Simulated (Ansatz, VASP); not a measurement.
## Two plane-wave programs on MgO

```
Mg O
1.0
    -0.01457    2.11388    2.11388
     2.11388   -0.01457    2.11388
     2.11388    2.11388   -0.01457
Mg O
1 1
Cartesian
  0.0000 0.0000 0.0000
  2.1066 2.1066 2.1066
```

Change from the starting cell: strained cell.

Alike in both runs: task relaxation of the atoms; functional PBEsol; k mesh 9 × 9 × 9; occupations gaussian, width 0.02 eV; no spin polarisation.

|  | VASP | Ansatz |
| --- | --- | --- |
| version | VASP 6.6.1 | Ansatz 0.2.0 |
| potentials or method | VASP PAW PBE potentials, release 64 (Mg, O), cutoff 520 eV | scalar-relativistic, plane waves, PAW |
| valence electrons in the cell | 8 | 16 |

```tsv
	VASP	Ansatz	Ansatz less VASP
gap on the k mesh at the Fermi level, each at its own relaxed structure (eV)	4.38	4.38	+0.007
```

VASP's potentials were made for PBE, not for PBEsol, and Ansatz warns of the same on its side. VASP's potentials hold 8 valence electrons a cell and Ansatz's 16, so a difference there can come from the potentials and not from the codes. Ansatz's warnings: stress scf threshold loose.

Noted on VASP's run: the relaxation stopped at its first step, so nothing moved.
